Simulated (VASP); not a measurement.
# Si3O2 (P-4m2) in VASP: relaxation of cell and atoms with PBE

Aim: the relaxation of cell and atoms of Si3O2 with PBE.

All numbers are computed with VASP 6.6.1; they aren't measurements. Logs are shortened: lines on timing, memory, paths and dates and some standing lists are left out, and cuts for length are marked.

### 1 The cell of the first run

Symmetry: P-4m2, No. 115, tetragonal system. Conventional cell: a = 4.354 Å, b = 4.354 Å, c = 3.602 Å, α = 90.00°, β = 90.00°, γ = 90.00°. Si (site symmetry 2mm) has 2 Si at 1.60 to 2.01 Å within 2.1 Å. Within 3.7 Å of Si (site symmetry -4m2) lie 8 O at 2.72 to 2.94 Å and 10 Si at 3.24 to 3.60 Å. Within 3.1 Å of O (site symmetry 2mm) lie 8 Si at 2.27 to 2.94 Å and 4 O at 3.10 Å.

The cell was generated, and may not be a known phase.

### 2 Relaxation of cell and atoms, PBE

INCAR

```
PREC = Accurate
ENCUT = 910
EDIFF = 1E-7
ISMEAR = 0
SIGMA = 0.1
LREAL = F
LASPH = T
NELM = 120
ALGO = Normal
ISIF = 3
LWAVE = F
LCHARG = F
GGA = PE
IBRION = 2
NSW = 90
EDIFFG = -0.04
GGA_COMPAT = F
NELMIN = 4
```

KPOINTS

```
regular mesh
0
Gamma
  4 4 6
```

POSCAR

```
Si3O2
1.0
    4.3536431400      0.0000000000      0.0000000000
    0.0000000000      4.3536431400      0.0000000000
    0.0000000000      0.0000000000      3.6017188900
Si O
3 2
Direct
    0.0000000000      0.0000000000      0.7784332000
    0.0000000000      0.0000000000      0.2215668000
    0.5000000000      0.5000000000      0.5000000000
    0.0000000000      0.5000000000      0.0465951200
    0.5000000000      0.0000000000      0.9534048800
```

Potentials or basis: VASP PAW PBE potentials, release 64 (Si, O_h).

Started as:

```bash
$ cat potpaw_PBE.64/Si/POTCAR potpaw_PBE.64/O_h/POTCAR > POTCAR
$ mpirun -np 1 vasp_std > vasp.out
```

OUTCAR:

```text
PREC = Accurate
   ENCUT = 910
   EDIFF = 1E-7
   ISMEAR = 0
   LREAL = F
   LASPH = T
   NELM = 120
   ISIF = 3
   GGA = PE
   IBRION = 2
   NSW = 90
   EDIFFG = -0.04
   NELMIN = 4

 ion  position               nearest neighbor table
   1  0.000  0.000  0.778-   2 1.60   2 2.01   5 2.27   5 2.27
   2  0.000  0.000  0.222-   1 1.60   1 2.01   4 2.27   4 2.27
   3  0.500  0.500  0.500-
   4  0.000  0.500  0.047-   2 2.27   2 2.27
   5  0.500  0.000  0.953-   1 2.27   1 2.27

  LATTYP: Found a simple tetragonal cell.
 ALAT       =     4.3536431400
 C/A-ratio  =     0.8272884971

  Lattice vectors:

 A1 = (   4.3536431400,   0.0000000000,   0.0000000000)
 A2 = (   0.0000000000,   4.3536431400,   0.0000000000)
 A3 = (   0.0000000000,   0.0000000000,   3.6017188900)

Analysis of symmetry for initial positions (statically):
=====================================================================
 Subroutine PRICEL returns:
 Original cell was already a primitive cell.

 Routine SETGRP: Setting up the symmetry group for a
 simple tetragonal supercell.

 Subroutine GETGRP returns: Found  8 space group operations
 (whereof  8 operations were pure point group operations)
 out of a pool of 16 trial point group operations.

The static configuration has the point symmetry D_2d.

Analysis of symmetry for dynamics (positions and initial velocities):
=====================================================================
 Subroutine PRICEL returns:
 Original cell was already a primitive cell.

 Routine SETGRP: Setting up the symmetry group for a
 simple tetragonal supercell.

 Subroutine GETGRP returns: Found  8 space group operations
 (whereof  8 operations were pure point group operations)
 out of a pool of 16 trial point group operations.

The dynamic configuration has the point symmetry D_2d.

 Subroutine INISYM returns: Found  8 space group operations
 (whereof  8 operations are pure point group operations),
 and found     1 'primitive' translations

----------------------------------------------------------------------------------------

                                     Primitive cell

  volume of cell :      68.2677
[... 84 lines left out ...]
 SYSTEM =  unknown system
   PREC   = accura    normal or accurate (medium, high low for compatibility)
   ISTART =      0    job   : 0-new  1-cont  2-samecut
   ICHARG =      2    charge: 1-file 2-atom 10-const
   ISPIN  =      1    spin polarized calculation?
   LNONCOLLINEAR =      F non collinear calculations
   LSORBIT =      F    spin-orbit coupling
   LASPH  =      T    aspherical Exc in radial PAW
   ENCUT  =  910.0 eV  66.88 Ry    8.18 a.u.  10.71 10.71  8.86*2*pi/ulx,y,z
   NELM   =    120;   NELMIN=  4; NELMDL= -5     # of ELM steps
   EDIFF  = 0.1E-06   stopping-criterion for ELM
   LREAL  =      F    real-space projection
   EDIFFG = -.4E-01   stopping-criterion for IOM
   NSW    =     90    number of steps for IOM
   IBRION =      2    ionic relax: 0-MD 1-quasi-New 2-CG
   NFREE  =      1    steps in history (QN), initial steepest desc. (CG)
   ISIF   =      3    stress and relaxation
   ISYM   =      2    0-nonsym 1-usesym 2-fastsym
   POTIM  = 0.5000    time-step for ionic-motion
   TEBEG  =    0.0;   TEEND  =   0.0 temperature during run
   PSTRESS=    0.0 pullay stress
   NELECT =      24.0000    total number of electrons
   NUPDOWN=      -1.0000    fix difference up-down
   EMIN   =  10.00;   EMAX   =-10.00  energy-range for DOS
   EFERMI =   0.00;   METHOD = LEGACY
   ISMEAR =     0;   SIGMA  =   0.10  broadening in eV -4-tet -1-fermi 0-gaus
   EFERMI_NEDOS =   21; number of points for ismear=-14 and -15
   IALGO  =     38    algorithm
   IMIX   =      4    mixing-type and parameters
     AMIX     =   0.40;   BMIX     =  1.00
     AMIX_MAG =   1.60;   BMIX_MAG =  1.00
  volume/ion in A,a.u.               =      13.65        92.14
  Fermi-wavevector in a.u.,A,eV,Ry     =   1.155421  2.183428 18.163732  1.334997
  Thomas-Fermi vector in A             =   2.292049
   LORBIT       =      0    0 simple, 1 ext, 2 COOP (PROOUT), +10 PAW based schemes
   GGA     = PE    functional components
   LHFCALC =     F    Hartree Fock is set to
   AEXX    =    0.0000 exact exchange contribution
   IVDW    =     0    specifies the selected vdW correction
   LEPSILON=     F    determine dielectric tensor
   LRPA    =     F    only Hartree local field effects (RPA)
 conjugate gradient relaxation of ions
 non-spin polarized calculation
 Gauss-broadening in eV      SIGMA  =   0.10
  energy-cutoff  :      910.00
  volume of cell :       68.27
 maximum number of plane-waves:      4284
 NGX is ok and might be reduce to    48
   NGX = 21   NGY = 21   NGZ = 17

--------------------------------------- Ionic step        1  -------------------------------------------

 number of electron      24.0000002 magnetization

 Free energy of the ion-electron system (eV)
  ---------------------------------------------------
  ext. energy  EPLUGINS =         0.00000000
  ---------------------------------------------------
  free energy    TOTEN  =       -17.25867678 eV

  energy without entropy =      -17.24772057  energy(sigma->0) =      -17.25319867

------------------------ aborting loop because EDIFF is reached ----------------------------------------

  FORCE on cell =-STRESS in cart. coord.  units (eV):
  Direction    XX          YY          ZZ          XY          YZ          ZX
  --------------------------------------------------------------------------------------
  -------------------------------------------------------------------------------------
  Total       -6.4282368     -6.4282368     57.6857473      0.0000000     -0.0000000      0.0000000
  in kB     -150.8644719   -150.8644719   1353.8284493      0.0000000     -0.0000000      0.0000000
  external PRESSURE =     350.6998352 kB  Pullay stress =       0.0000000 kB
[... 1015 lines left out ...]
      3      -2.2284      2.00000
      4       1.6744      2.00000
      5       2.0065      2.00000
      6       2.0065      2.00000
[... 8 lines left out ...]
     15       8.8267      0.69859
     16      12.6318      0.00000

[... ionic steps 4 to 20 ...]

--------------------------------------- Ionic step       21  -------------------------------------------

 number of electron      24.0000000 magnetization

------------------------ aborting loop because EDIFF is reached ----------------------------------------
[... 73 lines left out ...]
--------------------------------------- Ionic step       23  -------------------------------------------

 number of electron      24.0000000 magnetization

 Free energy of the ion-electron system (eV)
  ---------------------------------------------------
  ext. energy  EPLUGINS =         0.00000000
  ---------------------------------------------------
  free energy    TOTEN  =       -26.33045214 eV

  energy without entropy =      -26.31768466  energy(sigma->0) =      -26.32406840

 E-fermi :  10.7302     XC(G=0): -11.7217

 val. band max:       10.7228536629   @ k =   0.5000   0.2500   0.3333
 cond. band min:      10.7467542058   @ k =   0.5000   0.2500   0.5000
 fundamental gap:      0.0239005430
 Fermi energy:        10.7302235362
[... 486 lines left out ...]
  FREE ENERGIE OF THE ION-ELECTRON SYSTEM (eV)
  ---------------------------------------------------
  free  energy   TOTEN  =       -26.3304521355 eV

  energy  without entropy=      -26.3176846594  energy(sigma->0) =      -26.32406840

 reached required accuracy - stopping structural energy minimisation
```

CONTCAR:

```text
Si3O2
   1.00000000000000
     3.1149168892172474    0.0000000000000000    0.0000000000000000
     0.0000000000000000    3.1149168892172474    0.0000000000000000
     0.0000000000000000    0.0000000000000000    5.4241149162516340
  Si              O
     3     2
Direct
     0.0000000000000000    0.0000000000000000    0.7532382537210509
     0.0000000000000000    0.0000000000000000    0.2467617462789488
     0.5000000000000000    0.5000000000000000    0.5000000000000000
     0.0000000000000000    0.5000000000000000    0.0804663978229995
     0.5000000000000000    1.0000000000000000    0.9195336021770008

  0.00000000E+00  0.00000000E+00  0.00000000E+00
  0.00000000E+00  0.00000000E+00  0.00000000E+00
  0.00000000E+00  0.00000000E+00  0.00000000E+00
  0.00000000E+00  0.00000000E+00  0.00000000E+00
  0.00000000E+00  0.00000000E+00  0.00000000E+00
```

Run time: 8.8 min. Hardware: 1 thread of Intel Xeon 6975P-C (Granite Rapids), shared host; peak memory 0.31 GiB.

Results:

```
Free energy                           : -26.3305 eV
Relaxed volume                        : 10.53 Å³/atom
Relaxed cell                          : a = 3.115 Å, b = 3.115 Å, c = 5.424 Å, α = 90.00°, β = 90.00°, γ = 90.00°
Space group after relaxing (to 0.1 Å) : P-4m2 (No. 115)
Pressure after relaxing               : 0.0 GPa
Largest force after relaxing          : 0.027 eV/Å
Band gap on the k mesh                : zero (bands 12 and 13 overlap by 1.25 eV)
```

Forces in eV/Å, atoms in the order of the input:
```
Si   0.000  0.000  0.019
Si   0.000  0.000 -0.019
Si   0.000  0.000  0.000
O    0.000  0.000  0.027
O    0.000  0.000 -0.027
```

Final structure:
```xyz
5
Lattice="3.1149 0.0000 0.0000 0.0000 3.1149 0.0000 0.0000 0.0000 5.4241" Properties=species:S:1:pos:R:3 pbc="T T T"
Si    0.0000    0.0000    4.0857
Si    0.0000    0.0000    1.3385
Si    1.5575    1.5575    2.7121
O     0.0000    1.5575    0.4365
O     1.5575    3.1149    4.9877
```

Caveat: the k points lie up to 0.50 Å⁻¹ apart in the final cell, too coarse for converged energies and pressures of a metal; the volume moved by over 15 % at a fixed basis, so the end points are rough.

The gap in the log of VASP goes by the Fermi energy; the results here count the filled bands.